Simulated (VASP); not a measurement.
AlAs, 2 atoms in the cell. Symmetry: F-43m, No. 216, cubic system. Conventional cell: a = 5.637 Å, b = 5.637 Å, c = 5.637 Å, α = 90.00°, β = 90.00°, γ = 90.00°. Al (site symmetry -43m) has 4 As at 2.44 Å within 3.2 Å. As (site symmetry -43m) has 4 Al at 2.44 Å within 3.2 Å. 

- Program: VASP 6.6.1
- Task: vibrations by perturbation theory
- Functional: PBEsol
- Potentials or basis: VASP PAW PBE potentials, release 64 (Al, As_d)
- Cutoff: 510 eV
- k mesh: 8 × 8 × 8
- Occupations: gaussian, width 0.01 eV
- Spin: no spin polarisation
- Dipole correction: no
- Further INCAR settings: ALGO = Normal; EDIFF = 1e-08; IBRION = 8; NSW = 1

Potentials or basis: VASP PAW PBE potentials, release 64 (Al, As_d).

Run with:

```sh
$ cat potpaw_PBE.64/Al/POTCAR potpaw_PBE.64/As_d/POTCAR > POTCAR
$ mpirun -np 1 vasp_std > vasp.out
```

Hardware: 1 thread of Intel(R) Xeon(R) Platinum 8259CL CPU @ 2.50GHz (Skylake/Cascade Lake), with other jobs on the host.

Problem. How long does it take, and how much memory?

Solution. Run time: 15 min on 1 thread of Intel(R) Xeon(R) Platinum 8259CL CPU @ 2.50GHz (Skylake/Cascade Lake) (shared host), peak memory 0.29 GiB. Counts: scf iterations 281, k points 29.
